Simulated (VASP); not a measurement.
A run of VASP 6.6.1 is set up as follows.

File POSCAR:

```
GeSb4Te7
1.0
    4.2656563157      0.0000000000      0.0000000000
   -2.1328281578      3.6941667332      0.0000000000
    0.0000000000      0.0000000000     24.2241407580
Ge Sb Te
1 4 7
Direct
    0.0000000000      0.0000000000      0.5000000000
    0.6666666667      0.3333333333      0.9182116933
    0.3333333333      0.6666666667      0.3480242700
    0.3333333333      0.6666666667      0.0817883067
    0.6666666667      0.3333333333      0.6519757300
    0.3333333333      0.6666666667      0.8477998490
    0.6666666667      0.3333333333      0.1522001510
    0.0000000000      0.0000000000      0.7219454116
    0.6666666667      0.3333333333      0.4308888126
    0.3333333333      0.6666666667      0.5691111874
    0.0000000000      0.0000000000      0.0000000000
    0.0000000000      0.0000000000      0.2780545884
```

Contents of INCAR.step1:

```
PREC = Accurate ; ENCUT = 520
ISMEAR = 0 ; SIGMA = 0.01
LREAL = False ; LASPH = True
NELM = 100 ; NBANDS = 50
GGA = PE ; ALGO = Normal
EDIFF = 1E-4 ; LWAVE = True
LCHARG = False ; KPAR = 4
```

The input INCAR.step2:

```
PREC = Accurate ; ENCUT = 520
EDIFF = 1E-7 ; ISMEAR = 0
SIGMA = 0.01 ; LREAL = False
LASPH = True ; NELM = 100
ALGO = Normal ; ISIF = 2
LWAVE = False ; LCHARG = False
METAGGA = R2SCAN ; LMIXTAU = True
NBANDS = 50 ; ISTART = 1
KPAR = 4
```

Contents of KPOINTS:

```
Automatic mesh
0
Gamma
  12 12 2
```

Potentials or basis: VASP PAW PBE potentials, release 64 (Ge_d, Sb, Te).

Launch:

```bash
$ cat potpaw_PBE.64/Ge_d/POTCAR potpaw_PBE.64/Sb/POTCAR potpaw_PBE.64/Te/POTCAR > POTCAR
$ cp INCAR.step1 INCAR
$ mpirun -np 4 vasp_std > vasp.out
$ cp INCAR.step2 INCAR
$ mpirun -np 4 vasp_std > vasp.out
```

**Question.** Predict the largest force.

**Answer.** 0.041 eV/Å.

**Question.** Predict the band gap on the k mesh.

**Answer.** 0.42 eV.

**Question.** Predict the pressure.

**Answer.** 0.9 GPa.

Stress tensor (GPa, compression positive):
```
0.94 0.00 0.00
0.00 0.94 0.00
0.00 0.00 0.85
```

Caveat: the PAW data sets were made with another functional, which shifts forces and pressure a little; spin-orbit coupling is left out, which moves the levels of the heavy elements. A k mesh can miss the band edges.
